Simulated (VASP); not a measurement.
Wanted: the native input for a VASP 6.6.1 run.

| Property | Result |
| --- | --- |
| Task | single point |
| Functional | PBE |
| Potentials or basis | VASP PAW PBE potentials, release 64 (Bi_d, Te) |
| Cutoff | 520 eV |
| k mesh | 12 × 12 × 12 |
| Occupations | gaussian, width 0.15 eV |
| Spin | no spin polarisation |
| Dipole correction | no |
| Further INCAR settings | ALGO = Normal; EDIFF = 1e-06; NBANDS = 18 |

The structure of BiTe lies in POSCAR:

```
BiTe
1.0
    2.4227077728      1.3987509848      3.3172919545
   -2.4227077728      1.3987509848      3.3172919545
    0.0000000000     -2.7975019696      3.3172919545
Bi Te
1 1
Direct
    0.3991797461      0.5000000000      0.5000000000
    0.0000000000      0.0000000000      0.0000000000
```

This cell differs from its parent crystal: all Bi atoms moved +0.438 Å, as atom 1 towards its neighbour atom 1 (Bi) at 4.339 Å.

One way to write it, as run:

INCAR

```
ALGO = Normal ; EDIFF = 1E-6
ENCUT = 520 ; GGA = PE
ISIF = 2 ; ISMEAR = 0
LASPH = T ; LCHARG = F
LREAL = F ; LWAVE = F
NBANDS = 18 ; NELM = 60
PREC = Accurate ; SIGMA = 0.15
```

KPOINTS

```
k-points
0
Gamma
  12 12 12
```

Potentials or basis: VASP PAW PBE potentials, release 64 (Bi_d, Te).

Command:

```sh
$ cat potpaw_PBE.64/Bi_d/POTCAR potpaw_PBE.64/Te/POTCAR > POTCAR
$ mpirun -np 1 vasp_std > vasp.out
```

It gave:

The pressure is 2.6 GPa and the largest force is 0.818 eV/Å.

Caveat: the cell differs from its parent crystal (all Bi atoms moved +0.438 Å, as atom 1 towards its neighbour atom 1 (Bi) at 4.339 Å).

Wall time 2.2 min on 1 thread of Intel(R) Xeon(R) Platinum 8488C (Sapphire Rapids), with other jobs on the host, peak memory 0.63 GiB.
